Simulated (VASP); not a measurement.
A run of VASP 6.6.1 is set up as follows.

The input INCAR:

```
ALGO = Normal
EDIFF = 1E-7
ENCUT = 520
GGA = PE
ISIF = 2
ISMEAR = -1
IVDW = 12
LASPH = True
LCHARG = False
LREAL = Auto
LWAVE = False
NBANDS = 116
NELM = 100
PREC = Accurate
SIGMA = 0.05
```

KPOINTS

```
k-points
0
Gamma
  2 3 1
```

POSCAR

```
Cu18N
1.0
   10.8300000000      0.0000000000      0.0000000000
    0.0000000000      5.1053110000      0.0000000000
    0.0000000000      0.0000000000     15.5526550000
Cu N
18 1
Direct
    0.0000000000      0.0000000000      0.0642977000
    0.3333333000      0.0000000000      0.0642977000
    0.6666667000      0.0000000000      0.0642977000
    0.0000000000      0.5000000000      0.0642977000
    0.3333333000      0.5000000000      0.0642977000
    0.6666667000      0.5000000000      0.0642977000
    0.1672056875      0.2530760647      0.1416833559
    0.4994898056      0.2530522081      0.1416596617
    0.8333312135      0.2379369960      0.1453010798
    0.1671967755      0.7469643989      0.1416454111
    0.4994861971      0.7469622037      0.1416172540
    0.8333354799      0.7617592514      0.1453015907
    0.0119596846      0.0001607740      0.2233196083
    0.3333495868     -0.0001169590      0.2203260322
    0.6546836232      0.0001408414      0.2233222671
    0.0058538468      0.5000976438      0.2266650233
    0.3333416318      0.5000498408      0.2214709753
    0.6609090182      0.5001000122      0.2266184416
    0.8334217257      0.4999031856      0.2360501860
```

Potentials or basis: VASP PAW PBE potentials, release 64 (Cu, N).

The run is started by

```console
$ cat potpaw_PBE.64/Cu/POTCAR potpaw_PBE.64/N/POTCAR > POTCAR
$ mpirun -np 1 vasp_std > vasp.out
```

Q: Predict the dispersion energy per atom.

A: -0.273 eV.

Q: Estimate the largest force.

A: 0.103 eV/Å.

Forces on the atoms (eV/Å):
```
Cu  -0.079 -0.001  0.001
Cu   0.000  0.001 -0.103
Cu   0.080 -0.001  0.001
Cu   0.071 -0.001  0.002
Cu   0.000  0.000 -0.100
Cu  -0.070 -0.001  0.000
Cu  -0.001  0.002  0.001
Cu   0.000  0.003  0.002
Cu   0.001  0.005 -0.017
Cu  -0.003 -0.001  0.003
Cu   0.002 -0.003  0.005
Cu   0.001  0.002 -0.018
Cu   0.003 -0.003  0.030
Cu   0.000  0.003  0.029
Cu  -0.002 -0.003  0.030
Cu   0.048  0.000  0.024
Cu   0.000 -0.002  0.036
Cu  -0.043  0.000  0.026
N   -0.008 -0.002  0.047
```

Caveat: the k points lie up to 0.41 Å⁻¹ apart.
